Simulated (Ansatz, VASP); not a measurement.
**RbBr: VASP beside Ansatz**

```
CELL_PARAMETERS angstrom
4.12793 0.00000 0.00000
0.00000 4.12793 0.00000
0.00000 0.00000 3.98345
ATOMIC_POSITIONS crystal
Rb 0.00000 0.00000 0.00000
Br 0.50000 0.50000 0.50000
```

Change from the starting cell: uniaxial_z strain -3.5%.

Alike in both runs: task single point; functional r2SCAN; k mesh 6 × 6 × 6; no spin polarisation.

```csv
,VASP,Ansatz
version,VASP 6.6.1,Ansatz 0.2.0
potentials or method,"VASP PAW PBE potentials, release 64 (Rb_sv, Br)","plane waves, PAW"
plane-wave cutoff (eV),520,500
occupations,"gaussian, width 0.01 eV",fixed
valence electrons in the cell,16,16
```

```csv
,VASP,Ansatz,Ansatz less VASP
gap on the k mesh at the Fermi level (eV),4.83,4.83,-0.003
pressure (GPa),0.7,0.7,-0.03
"traceless stress, the component that is largest in VASP (GPa)",0.77,0.77,0.000
```

VASP's potentials were made for PBE, not for r2SCAN.
